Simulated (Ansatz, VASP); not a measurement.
TiN in VASP and in Ansatz

The input INCAR:

```
ALGO     = Normal         # electronic algorithm
EDIFF    = 1E-8           # SCF threshold, eV
ENCUT    = 520            # plane-wave cutoff, eV
GGA      = PS             # functional
ISIF     = 2              # what is computed and relaxed
ISMEAR   = -1             # smearing method
LASPH    = T              # aspherical terms in the spheres
LCHARG   = F              # write CHGCAR
LEFG     = T            
LREAL    = F              # projectors in reciprocal space
LWAVE    = F              # write WAVECAR
NBANDS   = 16             # bands
NELM     = 60             # most SCF steps
PREC     = Accurate       # precision mode
SIGMA    = 0.05           # smearing width, eV
```

Contents of KPOINTS:

```
k-points
0
Gamma
  17 17 17
```

POSCAR

```
TiN
1.0
    0.0000000000      2.1149029570      2.1149029570
    2.1149029570      0.0000000000      2.1149029570
    2.1149029570      2.1149029570      0.0000000000
Ti N
1 1
Direct
    0.0000000000      0.0000000000      0.0000000000
    0.5000000000      0.5000000000      0.5000000000
```

Input for Ansatz:

```yaml
crystal:
  lattice:
    - [0.0, 2.114902957, 2.114902957]
    - [2.114902957, 0.0, 2.114902957]
    - [2.114902957, 2.114902957, 0.0]
  atoms:
    - { symbol: Ti, position: [0.0, 0.0, 0.0] }
    - { symbol: "N", position: [0.5, 0.5, 0.5] }
kpoints:
  mp_grid: { grid: [17, 17, 17] }
scf:
  occupations: { method: fermi_dirac, width: 0.05 }
hamiltonian:
  xc: pbesol
  pseudopotentials: { kind: all_electron, datasets: crystal }
output:
  forces: true
  stress: true
  eigenvalues: true
  efg: { contact_densities: true }
```

Change from the starting cell: volume scaled by 0.99, crystal datasets.

Alike in both runs: task electric field gradients; functional PBEsol; k mesh 17 × 17 × 17; occupations fermi-dirac, width 0.05 eV; no spin polarisation.

|  | VASP | Ansatz |
| --- | --- | --- |
| version | VASP 6.6.1 | Ansatz 0.2.0 |
| potentials or method | VASP PAW PBE potentials, release 64 (Ti_sv, N), cutoff 520 eV | all-electron PAW with datasets made for the crystal, scalar-relativistic |

|  | VASP | Ansatz | Ansatz less VASP |
| --- | --- | --- | --- |
| pressure (GPa) | -4.8 | -5.3 | -0.49 |

VASP's potentials were made for PBE, not for PBEsol. Ansatz ran all-electron here, and VASP with PAW potentials.
